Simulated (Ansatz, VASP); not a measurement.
**One calculation of TaN, two programs**

File INCAR:

```
PREC     = Accurate       # precision mode
ENCUT    = 700            # plane-wave cutoff, eV
EDIFF    = 1E-6           # SCF threshold, eV
ISMEAR   = 0              # smearing method
SIGMA    = 0.15           # smearing width, eV
LREAL    = F              # projectors in reciprocal space
LASPH    = T              # aspherical terms in the spheres
NELM     = 120            # most SCF steps
ALGO     = Normal         # electronic algorithm
ISIF     = 2              # what is computed and relaxed
LWAVE    = F              # write WAVECAR
LCHARG   = F              # write CHGCAR
GGA      = CA             # functional
NBANDS   = 16             # bands
GGA_COMPAT= F
```

File KPOINTS:

```
Automatic mesh
0
Gamma
  18 18 18
```

The input POSCAR:

```
TaN
1.0
    0.0000000000      2.2612401490      2.1742693740
    2.2612401490      0.0000000000      2.1742693740
    2.2612401490      2.2612401490      0.0000000000
Ta N
1 1
Direct
    0.4989105691      0.5010894309      0.5010894309
    0.0140736932     -0.0140736932     -0.0140736932
```

Input for Ansatz:

```yaml
crystal:
  lattice:
    - [0.0, 2.261240149, 2.174269374]
    - [2.261240149, 0.0, 2.174269374]
    - [2.261240149, 2.261240149, 0.0]
  atoms:
    - { symbol: Ta, position: [0.4989105691, 0.5010894309, 0.5010894309] }
    - { symbol: "N", position: [0.0140736932, -0.0140736932, -0.0140736932] }
basis:
  ecutwfc: 520.0
kpoints:
  mp_grid: { grid: [18, 18, 18] }
hamiltonian:
  xc: lda
scf:
  occupations: { method: gaussian, width: 0.15 }
output:
  forces: true
  stress: true
  eigenvalues: true
```

Change from the starting cell: mode 4 frozen in at -0.061 Å, equal normal strain along x and y +0.0400.

Alike in both runs: task single point; functional LDA; k mesh 18 × 18 × 18; occupations gaussian, width 0.15 eV; no spin polarisation.

|  | VASP | Ansatz |
| --- | --- | --- |
| version | VASP 6.6.1 | Ansatz 0.2.0 |
| potentials or method | VASP PAW LDA potentials, release 64 (Ta_sv_GW, N), cutoff 700 eV | scalar-relativistic, plane waves, PAW |
| valence electrons in the cell | 18 | 18 |

```csv
,VASP,Ansatz,Ansatz less VASP
gap on the k mesh at the Fermi level (eV),none,none,-
pressure (GPa),-22.4,-23.1,-0.71
"traceless stress, the component that is largest in VASP (GPa)",12.25,12.08,-0.177
rms of the force components (eV/Å),0.146,0.140,-0.0053
```

LDA's correlation is that of Perdew and Zunger in VASP and of Perdew and Wang (1992) in Ansatz. Atom by atom the forces differ by 0.005 eV/Å (rms over components). A gap of «none» marks a metal or a gap that the smearing closes.

Neither program's run includes spin-orbit coupling.
